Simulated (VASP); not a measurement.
# N (P-1) in VASP: further runs, part 2 of 2

VASP 6.6.1.

### Step 3. Single point, PBEsol

INCAR reads:

```
  PREC = Accurate
  ENCUT = 520
  EDIFF = 1E-6
  ISMEAR = 0
  SIGMA = 0.05
  LREAL = False
  LASPH = True
  NELM = 100
  ALGO = Normal
  ISIF = 2
  LWAVE = False
  LCHARG = False
  GGA = PS
  NBANDS = 30
```

KPOINTS reads:

```
Automatic mesh
0
Gamma
  6 6 2
```

POSCAR reads:

```
N
1.0
   -4.6258169325      0.0000000000      0.0000000000
   -2.3129084662     -4.0060749768      0.0000000000
   -0.7709694888      1.3353583256     17.2224973438
N
8
Direct
    0.0852153766      0.5814512900      0.7443538701
    0.2209147960      0.4457518706      0.3372556119
    0.1065033221      0.5601633446      0.6804900338
    0.2422027415      0.4244639252      0.2733917756
    0.6220978391      0.7112354942      0.1337064827
    0.4863984197      0.8469349137      0.5408047410
    0.6433857845      0.6899475488      0.0698426464
    0.5076863651      0.8256469682      0.4769409047
```

Potentials or basis: VASP PAW PBE potentials, release 64 (N).

Run with:

```bash
$ cat potpaw_PBE.64/N/POTCAR > POTCAR
$ mpirun -np 1 vasp_std > vasp.out
```

OUTCAR:

```text
PREC = Accurate
   ENCUT = 520
   EDIFF = 1E-6
   ISMEAR = 0
   LREAL = False
   LASPH = True
   NELM = 100
   ISIF = 2
   GGA = PS

 ion  position               nearest neighbor table
   1  0.085  0.581  0.744-   3 1.10
   2  0.221  0.446  0.337-   4 1.10
   3  0.107  0.560  0.680-   1 1.10
   4  0.242  0.424  0.273-   2 1.10
   5  0.622  0.711  0.134-   7 1.10
   6  0.486  0.847  0.541-   8 1.10
   7  0.643  0.690  0.070-   5 1.10
   8  0.508  0.826  0.477-   6 1.10

  LATTYP: Found a base centered monoclinic cell.
 ALAT       =     4.6258169325
 B/A-ratio  =     1.7320508076
 C/A-ratio  =     3.7380175475
 COS(beta)  =    -0.0891738279

  Lattice vectors:

 A1 = (  -2.3129084662,  -4.0060749768,   0.0000000000)
 A2 = (   4.6258169325,   0.0000000000,   0.0000000000)
 A3 = (  -0.7709694888,   1.3353583256,  17.2224973438)

Analysis of symmetry for initial positions (statically):
[... 190 lines left out ...]
 val. band max:       -7.9611725558   @ k =   0.0000   0.0000   0.0000
 cond. band min:      -0.4981688710   @ k =  -0.3333   0.3333   0.0000
 fundamental gap:      7.4630036849
 Fermi energy:        -7.6818294164

 k-point     1 :       0.0000    0.0000    0.0000
  band No.  band energies     occupation
      1     -26.4132      2.00000
      2     -26.4066      2.00000
      3     -26.3981      2.00000
      4     -26.3973      2.00000
      5     -11.6398      2.00000
      6     -11.5214      2.00000
[... 781 lines left out ...]
     29       2.3571      0.00000
     30       2.6134      0.00000

 [... further k-points ...]

------------------------ aborting loop because EDIFF is reached ----------------------------------------

  FORCE on cell =-STRESS in cart. coord.  units (eV):
  Direction    XX          YY          ZZ          XY          YZ          ZX
  --------------------------------------------------------------------------------------
  -------------------------------------------------------------------------------------
  Total       -0.1939932     -0.1945061      7.9377736      0.0001693     -0.0001389      0.0002130
  in kB       -0.9738529     -0.9764278     39.8479193      0.0008497     -0.0006972      0.0010693
  external PRESSURE =      12.6325462 kB  Pullay stress =       0.0000000 kB

 VOLUME and BASIS-vectors are now :
 -----------------------------------------------------------------------------
  energy-cutoff  :      520.00
  volume of cell :      319.16
      direct lattice vectors                 reciprocal lattice vectors
    -4.625816933  0.000000000  0.000000000    -0.216178032  0.124810445 -0.019354530
    -2.312908466 -4.006074977  0.000000000     0.000000000 -0.249620890  0.019354530
    -0.770969489  1.335358326 17.222497344     0.000000000  0.000000000  0.058063589

 POSITION                                       TOTAL-FORCE (eV/Angst)
 -----------------------------------------------------------------------------------
     -2.31291     -1.33536     12.81963        -0.000166     -0.000009      1.891851
     -2.31291     -1.33536      5.80838         0.000008     -0.000010      1.882290
     -2.31291     -1.33536     11.71974         0.000098      0.000005     -1.891902
     -2.31291     -1.33536      4.70849        -0.000009      0.000017     -1.882524
     -4.62582     -2.67072      2.30276        -0.000098     -0.000005      1.891902
     -4.62582     -2.67072      9.31401         0.000009     -0.000017      1.882524
     -4.62582     -2.67072      1.20286         0.000166      0.000009     -1.891851
     -4.62582     -2.67072      8.21411        -0.000008      0.000010     -1.882290
 -----------------------------------------------------------------------------------
    total drift:                                0.000004     -0.000005     -0.000013

  FREE ENERGIE OF THE ION-ELECTRON SYSTEM (eV)
  ---------------------------------------------------
  free  energy   TOTEN  =       -68.2438921635 eV

  energy  without entropy=      -68.2438921635  energy(sigma->0) =      -68.24389216
```

stdout:

```text
POSCAR found type information on POSCAR N
 POSCAR found :  1 types and       8 ions
 scaLAPACK will be used
 -----------------------------------------------------------------------------
|                                                                             |
|                                                                             |
|     You enforced a specific xc type in the INCAR file but a different       |
|     I HOPE YOU KNOW WHAT YOU ARE DOING!                                     |
|                                                                             |
 -----------------------------------------------------------------------------

 LDA part: xc-table for (Slater+PW92), standard interpolation
 POSCAR, INCAR and KPOINTS ok, starting setup
 FFT: planning ... GRIDC
 FFT: planning ... GRID_SOFT
 FFT: planning ... GRID
 WAVECAR not read
 entering main loop
```

Wall time 5.4 min (1 thread of Intel Xeon Platinum 8488C (Sapphire Rapids), shared host); peak memory 0.57 GiB.

Results:

```yaml
Free_energy: -68.2439 eV
Pressure: 1.3 GPa
Largest_force: 1.892 eV/Å
Band_gap_on_the_k_mesh: 7.46 eV (least direct gap 7.67 eV)
```

Forces in eV/Å, atoms in the order of the input:
```
N    0.000  0.000  1.892
N    0.000  0.000  1.882
N    0.000  0.000 -1.892
N    0.000  0.000 -1.883
N    0.000  0.000  1.892
N    0.000  0.000  1.883
N    0.000  0.000 -1.892
N    0.000  0.000 -1.882
```

Stress tensor (GPa, compression positive):
```
-0.10  0.00  0.00
 0.00 -0.10  0.00
 0.00  0.00  3.98
```

Caveat: the standard files for N, O and F lose accuracy on very short bonds; this functional lacks dispersion, which holds the molecules together, so the pressure and a relaxed volume are unreliable; the PAW data sets were made with another functional, which shifts forces and pressure a little. A k mesh can miss the band edges.
